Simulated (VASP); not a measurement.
**Co: single point with HSE06**

Crystal: Co.

```
Co
1.0
     0.00000    1.74770    1.74770
     1.74770    0.00000    1.74770
     1.74770    1.74770    0.00000
Co
1
Direct
  0.00000 0.00000 0.00000
```

This isn't the form of Co at room conditions, which is hcp.

```json
{"Program": "VASP 6.6.1", "Task": "single point", "Functional": "HSE06", "Potentials or basis": "VASP PAW PBE potentials, release 64 (Co)", "Cutoff": "520 eV", "k mesh": "6 × 6 × 6", "Occupations": "fermi-dirac, width 0.1 eV", "Spin": "no spin polarisation"}
```

- Pressure: -14.8 GPa
- Band gap on the k mesh: zero (an odd number of electrons rules out a gap without spin polarisation)

Levels at points of the mesh, in eV from the Fermi level:
```
           k point  band 1  band 2  band 3  band 4  band 5  band 6  band 7  band 8  band 9
(0.00, 0.00, 0.00)   -9.61   -2.11   -2.11   -2.11   -1.81   -1.81   24.80   29.85   29.85
(0.50, 0.00, 0.00)   -5.26   -2.90   -2.90    0.30    0.49    0.49    8.43   23.39   27.52
(0.50, 0.50, 0.00)   -5.91   -4.56   -0.84    1.26    1.26    3.42   11.64   16.95   16.95
```

Wall time 10 min on 1 thread of Intel Xeon 8259CL, with other jobs on the host, peak memory 0.22 GiB.

Caveat: the k points lie up to 0.52 Å⁻¹ apart, too coarse for converged energies and pressures of a metal; the PAW data sets were made with another functional, which shifts forces and pressure a little; the run has no spin polarisation, though such a crystal can be magnetic. Spin polarisation is off, so any magnetic state and its effect on volume and gap are missing.
